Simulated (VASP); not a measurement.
Here is a VASP 6.6.1 calculation.

File INCAR:

```
SYSTEM = P
  PREC = Accurate
  ENCUT = 520
  EDIFF = 1E-6
  ISMEAR = 0
  SIGMA = 0.1
  LREAL = .False.
  LASPH = .True.
  NELM = 100
  ALGO = Normal
  ISIF = 2
  LWAVE = .False.
  LCHARG = .False.
  GGA = PE
  NBANDS = 12
```

KPOINTS

```
regular mesh
0
Gamma
  18 18 10
  0 0 0
```

Contents of POSCAR:

```
P
1.0
    2.5238398537      0.0000000000      0.0652000247
    0.0000000000      2.5688016916      0.0000000000
    0.1093367991      0.0000000000      4.6440084169
P
2
Direct
    1.0117111104      0.0000000000      0.2525938124
   -0.0117111104      0.0000000000      0.7474061876
```

Potentials or basis: VASP PAW PBE potentials, release 64 (P).

Launch:

```sh
$ cat potpaw_PBE.64/P/POTCAR > POTCAR
$ mpirun -np 1 vasp_std > vasp.out
```

Q: Predict the largest force.

A: 0.119 eV/Å.

Q: Predict the pressure.

A: -1.3 GPa.

Forces on the atoms (eV/Å):
```
P   -0.065  0.000 -0.100
P    0.065  0.000  0.100
```

Caveat: the cell differs from its parent crystal (strained).
